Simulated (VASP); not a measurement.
Wanted: the native input for a VASP 6.6.1 run.

* Task: relaxation of volume and atoms at fixed shape
* Functional: PBEsol
* Potentials or basis: VASP PAW PBE potentials, release 64 (Au)
* Cutoff: 600 eV
* k mesh: 16 × 16 × 9
* Occupations: gaussian, width 0.05 eV
* Spin: no spin polarisation
* Dipole correction: no
* Further INCAR settings: ALGO = Normal; EDIFF = 1e-06; IBRION = 2; EDIFFG = -0.03; NSW = 80; ISIF = 8

The structure of Au lies in POSCAR:

```
Au
1.0
    2.9000000000      0.0000000000      0.0000000000
   -1.4500000000      2.5114736700      0.0000000000
    0.0000000000      0.0000000000      4.8800000000
Au
2
Direct
    0.3333333333      0.6666666667      0.7500000000
    0.6666666667      0.3333333333      0.2500000000
```

This isn't the form of Au at room conditions, which is fcc.

One way to write it, as run:

INCAR

```
PREC = Accurate
ENCUT = 600
EDIFF = 1E-6
ISMEAR = 0
SIGMA = 0.05
LREAL = False
LASPH = True
NELM = 80
ALGO = Normal
ISIF = 8
LWAVE = False
LCHARG = False
GGA = PS
IBRION = 2
NSW = 80
EDIFFG = -0.03
```

KPOINTS

```
Automatic mesh
0
Gamma
  16 16 9
```

Potentials or basis: VASP PAW PBE potentials, release 64 (Au).

Launch:

```console
$ cat potpaw_PBE.64/Au/POTCAR > POTCAR
$ mpirun -np 1 vasp_std > vasp.out
```

Results of the run:

```json
{
  "Relaxed volume": "17.03 Å³/atom",
  "Relaxed cell": "a = 2.859 Å, b = 2.859 Å, c = 4.811 Å, α = 90.00°, β = 90.00°, γ = 120.00°",
  "Space group after relaxing (to 0.1 Å)": "P6_3/mmc (No. 194)",
  "Energy gained by relaxing": "16.0 meV/atom",
  "Ionic steps": "3",
  "Pressure after relaxing": "-0.1 GPa",
  "Band gap on the k mesh": "zero (bands 11 and 12 overlap by 5.87 eV)"
}
```

Caveat: the PAW data sets were made with another functional, which shifts forces and pressure a little; spin-orbit coupling is left out, which moves the levels of the heavy elements.

Wall time 72 s on 1 thread of Intel(R) Xeon(R) Platinum 8488C (Sapphire Rapids), on a shared host, peak memory 0.23 GiB.
